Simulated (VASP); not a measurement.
# Ba (Im-3m) in VASP: notebook

The runs below take Ba through single point, with PBE.

All numbers are computed with VASP 6.6.1; they aren't measurements. Logs are shortened: lines on timing, memory, paths and dates and some standing lists are left out, and cuts for length are marked.

## Step 1: The cell of the first run

Symmetry: Im-3m, No. 229, cubic system. The conventional cell has a = 5.033 Å, b = 5.033 Å, c = 5.033 Å, α = 90.00°, β = 90.00°, γ = 90.00°. Ba (site symmetry m-3m) has 14 Ba at 4.36 to 5.03 Å within 5.7 Å.

## Step 2: Single point, PBE (volume scaled by 1.02)

Contents of INCAR:

```
SYSTEM = Ba
PREC = Accurate ; ENCUT = 520
EDIFF = 1E-6 ; ISMEAR = -1
SIGMA = 0.05 ; LREAL = .False.
LASPH = .True. ; NELM = 80
ALGO = Normal ; ISIF = 2
LWAVE = .False. ; LCHARG = .False.
GGA = PE ; NBANDS = 11
```

Contents of KPOINTS:

```
Automatic mesh
0
Gamma
  10 10 10
  0 0 0
```

Contents of POSCAR:

```
Ba
1.0
   -2.5165567739      2.5165567739      2.5165567739
    2.5165567739     -2.5165567739      2.5165567739
    2.5165567739      2.5165567739     -2.5165567739
Ba
1
Direct
    0.0000000000      0.0000000000      0.0000000000
```

Potentials or basis: VASP PAW PBE potentials, release 64 (Ba_sv).

The run is started by

```sh
$ cat potpaw_PBE.64/Ba_sv/POTCAR > POTCAR
$ mpirun -np 1 vasp_std > vasp.out
```

OUTCAR:

```text
SYSTEM = Ba
   PREC = Accurate
   ENCUT = 520
   EDIFF = 1E-6
   ISMEAR = -1
   LREAL = .False.
   LASPH = .True.
   NELM = 80
   ISIF = 2
   GGA = PE

 ion  position               nearest neighbor table
   1  0.000  0.000  0.000-

  LATTYP: Found a body centered cubic cell.
 ALAT       =     5.0331135478

  Lattice vectors:

 A1 = (  -2.5165567739,   2.5165567739,   2.5165567739)
 A2 = (   2.5165567739,  -2.5165567739,   2.5165567739)
 A3 = (   2.5165567739,   2.5165567739,  -2.5165567739)

Analysis of symmetry for initial positions (statically):
=====================================================================
 Subroutine PRICEL returns:
 Original cell was already a primitive cell.

 Routine SETGRP: Setting up the symmetry group for a
 body centered cubic supercell.

 Subroutine GETGRP returns: Found 48 space group operations
 (whereof 48 operations were pure point group operations)
 out of a pool of 48 trial point group operations.

The static configuration has the point symmetry O_h .

Analysis of symmetry for dynamics (positions and initial velocities):
=====================================================================
 Subroutine PRICEL returns:
 Original cell was already a primitive cell.

 Routine SETGRP: Setting up the symmetry group for a
 body centered cubic supercell.

 Subroutine GETGRP returns: Found 48 space group operations
 (whereof 48 operations were pure point group operations)
 out of a pool of 48 trial point group operations.

The dynamic configuration has the point symmetry O_h .

 Subroutine INISYM returns: Found 48 space group operations
 (whereof 48 operations are pure point group operations),
 and found     1 'primitive' translations

----------------------------------------------------------------------------------------

                                     Primitive cell

  volume of cell :      63.7500

  direct lattice vectors                    reciprocal lattice vectors
    -2.516556774  2.516556774  2.516556774     0.000000000  0.198684172  0.198684172
     2.516556774 -2.516556774  2.516556774     0.198684172  0.000000000  0.198684172
     2.516556774  2.516556774 -2.516556774     0.198684172  0.198684172  0.000000000

  length of vectors
     4.358804193  4.358804193  4.358804193     0.280981851  0.280981851  0.280981851

  position of ions in fractional coordinates (direct lattice)
     0.000000000  0.000000000  0.000000000

  ion indices of the primitive-cell ions
   primitive index   ion index
                 1           1

----------------------------------------------------------------------------------------

 KPOINTS: Automatic mesh

Automatic generation of k-mesh.
 Grid dimensions read from file:
 generate k-points for:   10   10   10

 Generating k-lattice:

  Cartesian coordinates                     Fractional coordinates (reciprocal lattice)
     0.000000000  0.019868417  0.019868417     0.100000000  0.000000000  0.000000000
     0.019868417  0.000000000  0.019868417     0.000000000  0.100000000  0.000000000
     0.019868417  0.019868417  0.000000000     0.000000000  0.000000000  0.100000000

  Length of vectors
     0.028098185  0.028098185  0.028098185

  Shift w.r.t. Gamma in fractional coordinates (k-lattice)
     0.000000000  0.000000000  0.000000000

 Subroutine IBZKPT returns following result:
 ===========================================

 Found     47 irreducible k-points:

 Following reciprocal coordinates:
            Coordinates               Weight
  0.000000  0.000000  0.000000      1.000000
  0.100000  0.000000  0.000000     12.000000
  0.200000  0.000000  0.000000     12.000000
  0.300000  0.000000  0.000000     12.000000
  0.400000  0.000000  0.000000     12.000000
  0.500000  0.000000  0.000000      6.000000
[... 16 lines left out ...]
  0.300000  0.300000  0.100000      8.000000
 -0.300000  0.300000  0.100000     24.000000
 [... further k-points ...]
   k-points           NKPTS =     47   k-points in BZ     NKDIM =     47   number of bands    NBANDS=     11
   number of dos      NEDOS =    301   number of ions     NIONS =      1
   total plane-waves  NPLWV =  32768
   dimension x,y,z NGX =    32 NGY =   32 NGZ =   32
   dimension x,y,z NGXF=    64 NGYF=   64 NGZF=   64
   ions per type =               1
   NGX,Y,Z   is equivalent  to a cutoff of  12.20, 12.20, 12.20 a.u.
   NGXF,Y,Z  is equivalent  to a cutoff of  24.41, 24.41, 24.41 a.u.
 SYSTEM =  Ba
   PREC   = accura    normal or accurate (medium, high low for compatibility)
   ISTART =      0    job   : 0-new  1-cont  2-samecut
   ICHARG =      2    charge: 1-file 2-atom 10-const
   ISPIN  =      1    spin polarized calculation?
   LNONCOLLINEAR =      F non collinear calculations
   LSORBIT =      F    spin-orbit coupling
   LASPH  =      T    aspherical Exc in radial PAW
   ENCUT  =  520.0 eV  38.22 Ry    6.18 a.u.   8.10  8.10  8.10*2*pi/ulx,y,z
   NELM   =     80;   NELMIN=  2; NELMDL= -5     # of ELM steps
   EDIFF  = 0.1E-05   stopping-criterion for ELM
   LREAL  =      F    real-space projection
   EDIFFG = 0.1E-04   stopping-criterion for IOM
   NSW    =      0    number of steps for IOM
   IBRION =     -1    ionic relax: 0-MD 1-quasi-New 2-CG
   NFREE  =      0    steps in history (QN), initial steepest desc. (CG)
   ISIF   =      2    stress and relaxation
   ISYM   =      2    0-nonsym 1-usesym 2-fastsym
   POTIM  = 0.5000    time-step for ionic-motion
   TEBEG  =    0.0;   TEEND  =   0.0 temperature during run
   PSTRESS=    0.0 pullay stress
   NELECT =      10.0000    total number of electrons
   NUPDOWN=      -1.0000    fix difference up-down
   EMIN   =  10.00;   EMAX   =-10.00  energy-range for DOS
   EFERMI =   0.00;   METHOD = LEGACY
   ISMEAR =    -1;   SIGMA  =   0.05  broadening in eV -4-tet -1-fermi 0-gaus
   EFERMI_NEDOS =   21; number of points for ismear=-14 and -15
   IALGO  =     38    algorithm
   IMIX   =      4    mixing-type and parameters
     AMIX     =   0.40;   BMIX     =  1.00
     AMIX_MAG =   1.60;   BMIX_MAG =  1.00
  volume/ion in A,a.u.               =      63.75       430.21
  Fermi-wavevector in a.u.,A,eV,Ry     =   0.882907  1.668452 10.606069  0.779524
  Thomas-Fermi vector in A             =   2.003601
   LORBIT       =      0    0 simple, 1 ext, 2 COOP (PROOUT), +10 PAW based schemes
   GGA     = PE    functional components
   LHFCALC =     F    Hartree Fock is set to
   AEXX    =    0.0000 exact exchange contribution
   IVDW    =     0    specifies the selected vdW correction
   LEPSILON=     F    determine dielectric tensor
   LRPA    =     F    only Hartree local field effects (RPA)
 non-spin polarized calculation
  energy-cutoff  :      520.00
  volume of cell :       63.75
 maximum number of plane-waves:      1745
   NGX = 17   NGY = 17   NGZ = 17

 number of electron      10.0000001 magnetization

 Free energy of the ion-electron system (eV)
  ---------------------------------------------------
  ext. energy  EPLUGINS =         0.00000000
  ---------------------------------------------------
  free energy    TOTEN  =        -1.91227086 eV

  energy without entropy =       -1.90104719  energy(sigma->0) =       -1.90665903

 E-fermi :   1.5981     XC(G=0):  -7.3712

 val. band max:        1.5901524084   @ k =  -0.4000   0.4000   0.3000
 cond. band min:       1.6126349457   @ k =  -0.4000  -0.4000   0.1000
 fundamental gap:      0.0224825373
 Fermi energy:         1.5981179055

 k-point     1 :       0.0000    0.0000    0.0000
  band No.  band energies     occupation
      1     -27.2963      2.00000
      2     -12.2524      2.00000
      3     -12.2524      2.00000
      4     -12.2524      2.00000
      5      -1.1370      2.00000
      6       3.4247      0.00000
      7       3.4247      0.00000
      8       3.4247      0.00000
      9       4.8108      0.00000
     10       4.8108      0.00000
     11       8.5080      0.00000

 k-point     2 :       0.1000    0.0000    0.0000
  band No.  band energies     occupation
      1     -27.2924      2.00000
      2     -12.2976      2.00000
      3     -12.2663      2.00000
      4     -12.2526      2.00000
      5      -0.9535      2.00000
      6       3.2765      0.00000
      7       3.3373      0.00000
      8       3.6124      0.00000
      9       4.5918      0.00000
     10       4.8006      0.00000
     11       8.7115      0.00000

 k-point     3 :       0.2000    0.0000    0.0000
  band No.  band energies     occupation
      1     -27.2822      2.00000
      2     -12.4128      2.00000
      3     -12.3025      2.00000
      4     -12.2533      2.00000
      5      -0.4551      2.00000
      6       2.9458      0.00000
      7       2.9753      0.00000
      8       4.1619      0.00000
      9       4.4927      0.00000
     10       4.8213      0.00000
     11       8.9796      0.00000

 k-point     4 :       0.3000    0.0000    0.0000
  band No.  band energies     occupation
      1     -27.2695      2.00000
      2     -12.5492      2.00000
      3     -12.3466      2.00000
      4     -12.2542      2.00000
      5       0.1795      2.00000
      6       2.6053      0.00000
      7       2.6119      0.00000
      8       4.6780      0.00000
      9       4.9511      0.00000
     10       5.0275      0.00000
     11       8.4230      0.00000
[... 239 lines left out ...]
 k-point    22 :      -0.2000    0.2000    0.1000
  band No.  band energies     occupation
      1     -27.2786      2.00000
      2     -12.4133      2.00000
      3     -12.3173      2.00000
      4     -12.2881      2.00000
      5      -0.2895      2.00000
      6       3.0138      0.00000
      7       3.0886      0.00000
      8       3.8375      0.00000
      9       4.0932      0.00000
     10       5.2386      0.00000
     11       9.1835      0.00000

 k-point    23 :       0.3000    0.3000    0.1000
  band No.  band energies     occupation
      1     -27.2522      2.00000
      2     -12.5339      2.00000
      3     -12.5339      2.00000
      4     -12.3476      2.00000
      5       1.7726      0.05925
      6       2.1774      0.00002
      7       2.1774      0.00002
      8       5.3079      0.00000
      9       5.3079      0.00000
     10       5.8075      0.00000
     11       8.0912      0.00000

 k-point    24 :      -0.3000    0.3000    0.1000
  band No.  band energies     occupation
      1     -27.2662      2.00000
      2     -12.5429      2.00000
      3     -12.3621      2.00000
      4     -12.2874      2.00000
      5       0.3356      2.00000
      6       2.5387      0.00000
      7       2.7799      0.00000
      8       4.0765      0.00000
      9       4.9541      0.00000
     10       5.3160      0.00000
     11       8.2782      0.00000

 [... further k-points ...]

------------------------ aborting loop because EDIFF is reached ----------------------------------------

  FORCE on cell =-STRESS in cart. coord.  units (eV):
  Direction    XX          YY          ZZ          XY          YZ          ZX
  --------------------------------------------------------------------------------------
  -------------------------------------------------------------------------------------
  Total       -0.0066445     -0.0066445     -0.0066445      0.0000000      0.0000000     -0.0000000
  in kB       -0.1669902     -0.1669902     -0.1669902      0.0000000      0.0000000     -0.0000000
  external PRESSURE =      -0.1669902 kB  Pullay stress =       0.0000000 kB

 VOLUME and BASIS-vectors are now :
 -----------------------------------------------------------------------------
  energy-cutoff  :      520.00
  volume of cell :       63.75
      direct lattice vectors                 reciprocal lattice vectors
    -2.516556774  2.516556774  2.516556774     0.000000000  0.198684172  0.198684172
     2.516556774 -2.516556774  2.516556774     0.198684172  0.000000000  0.198684172
     2.516556774  2.516556774 -2.516556774     0.198684172  0.198684172  0.000000000

 POSITION                                       TOTAL-FORCE (eV/Angst)
 -----------------------------------------------------------------------------------
      0.00000      0.00000      0.00000         0.000000      0.000000     -0.000000
 -----------------------------------------------------------------------------------
    total drift:                                0.000000      0.000000     -0.000000

  FREE ENERGIE OF THE ION-ELECTRON SYSTEM (eV)
  ---------------------------------------------------
  free  energy   TOTEN  =        -1.9122708612 eV

  energy  without entropy=       -1.9010471943  energy(sigma->0) =       -1.90665903
```

Run time: 16 s. Hardware: 1 thread of Intel Xeon 6975P-C, shared host; peak memory 0.19 GiB.

Results:

| Quantity | Value |
| --- | --- |
| Free energy | -1.9123 eV |
| Pressure | 0.0 GPa |
| Band gap on the k mesh | zero (band 5 reaches 1.93 eV, above the bottom of band 6 at 1.08 eV) |

Caveat: spin-orbit coupling is left out, which moves the levels of the heavy elements.

## Step 3: Single point, PBE (volume scaled by 1.04)

Contents of INCAR:

```
PREC = Accurate
ENCUT = 520
EDIFF = 1E-7
ISMEAR = -1
SIGMA = 0.05
LREAL = F
LASPH = T
NELM = 80
ALGO = Normal
ISIF = 2
LWAVE = F
LCHARG = F
GGA = PE
NBANDS = 11
```

Contents of KPOINTS:

```
regular mesh
0
Gamma
  10 10 10
```

Contents of POSCAR:

```
Ba
1.0
   -2.5328985096      2.5328985096      2.5328985096
    2.5328985096     -2.5328985096      2.5328985096
    2.5328985096      2.5328985096     -2.5328985096
Ba
1
Direct
    0.0000000000      0.0000000000      0.0000000000
```

Potentials or basis: VASP PAW PBE potentials, release 64 (Ba_sv).

The run is started by

```sh
$ cat potpaw_PBE.64/Ba_sv/POTCAR > POTCAR
$ mpirun -np 1 vasp_std > vasp.out
```

OUTCAR:

```text
PREC = Accurate
   ENCUT = 520
   EDIFF = 1E-7
   ISMEAR = -1
   LREAL = F
   LASPH = T
   NELM = 80
   ISIF = 2
   GGA = PE

 ion  position               nearest neighbor table
   1  0.000  0.000  0.000-

  LATTYP: Found a body centered cubic cell.
 ALAT       =     5.0657970192

  Lattice vectors:

 A1 = (  -2.5328985096,   2.5328985096,   2.5328985096)
 A2 = (   2.5328985096,  -2.5328985096,   2.5328985096)
 A3 = (   2.5328985096,   2.5328985096,  -2.5328985096)

[... 513 lines left out ...]
     11       8.1228      0.00000

 [... further k-points ...]

------------------------ aborting loop because EDIFF is reached ----------------------------------------

  FORCE on cell =-STRESS in cart. coord.  units (eV):
  Direction    XX          YY          ZZ          XY          YZ          ZX
  --------------------------------------------------------------------------------------
  -------------------------------------------------------------------------------------
  Total       -0.0747104     -0.0747104     -0.0747104      0.0000000     -0.0000000      0.0000000
  in kB       -1.8415290     -1.8415290     -1.8415290      0.0000000     -0.0000000      0.0000000
  external PRESSURE =      -1.8415290 kB  Pullay stress =       0.0000000 kB

 VOLUME and BASIS-vectors are now :
 -----------------------------------------------------------------------------
  energy-cutoff  :      520.00
  volume of cell :       65.00
      direct lattice vectors                 reciprocal lattice vectors
    -2.532898510  2.532898510  2.532898510     0.000000000  0.197402303  0.197402303
     2.532898510 -2.532898510  2.532898510     0.197402303  0.000000000  0.197402303
     2.532898510  2.532898510 -2.532898510     0.197402303  0.197402303  0.000000000

 POSITION                                       TOTAL-FORCE (eV/Angst)
 -----------------------------------------------------------------------------------
      0.00000      0.00000      0.00000        -0.000000      0.000000      0.000000
 -----------------------------------------------------------------------------------
    total drift:                               -0.000000      0.000000      0.000000

  FREE ENERGIE OF THE ION-ELECTRON SYSTEM (eV)
  ---------------------------------------------------
  free  energy   TOTEN  =        -1.9115104399 eV

  energy  without entropy=       -1.9003104182  energy(sigma->0) =       -1.90591043
```

OSZICAR:

```text
N       E                     dE             d eps       ncg     rms          rms(c)
DAV:   1     0.543136087655E+02    0.54314E+02   -0.42491E+03  1034   0.749E+02
DAV:   2     0.777970675132E+00   -0.53536E+02   -0.52326E+02  1271   0.134E+02
DAV:   3    -0.182606403642E+01   -0.26040E+01   -0.25876E+01  1312   0.312E+01
DAV:   4    -0.190883448359E+01   -0.82770E-01   -0.82563E-01  1443   0.500E+00
DAV:   5    -0.191048320391E+01   -0.16487E-02   -0.16474E-02  1357   0.565E-01    0.157E+00
DAV:   6    -0.191056908779E+01   -0.85884E-04   -0.31097E-03  1260   0.526E-01    0.935E-01
DAV:   7    -0.191132195760E+01   -0.75287E-03   -0.65073E-03  1178   0.858E-01    0.431E-02
DAV:   8    -0.191150014699E+01   -0.17819E-03   -0.32183E-04  1538   0.108E-01    0.282E-02
DAV:   9    -0.191150830825E+01   -0.81613E-05   -0.64595E-06  1284   0.231E-02    0.674E-03
DAV:  10    -0.191151046403E+01   -0.21558E-05   -0.54234E-06  1228   0.153E-02    0.132E-03
DAV:  11    -0.191151043991E+01    0.24122E-07   -0.64965E-07  1490   0.586E-03
   1 F= -.19115104E+01 E0= -.19059104E+01  d E =-.112000E-01
```

stdout:

```text
POSCAR found type information on POSCAR Ba
 POSCAR found :  1 types and       1 ions
 scaLAPACK will be used
 LDA part: xc-table for (Slater+PW92), standard interpolation
 POSCAR, INCAR and KPOINTS ok, starting setup
 FFT: planning ... GRIDC
 FFT: planning ... GRID_SOFT
 FFT: planning ... GRID
 WAVECAR not read
 entering main loop
```

It took 32 s on 1 thread of Intel Xeon 6975P-C, shared host; peak memory 0.21 GiB.

What came out:

```yaml
Free_energy: -1.9115 eV
Pressure: -0.2 GPa
Band_gap_on_the_k_mesh: zero (band 5 reaches 1.85 eV, above the bottom of band 6 at 1.04 eV)
```

Caveat: spin-orbit coupling is left out, which moves the levels of the heavy elements.
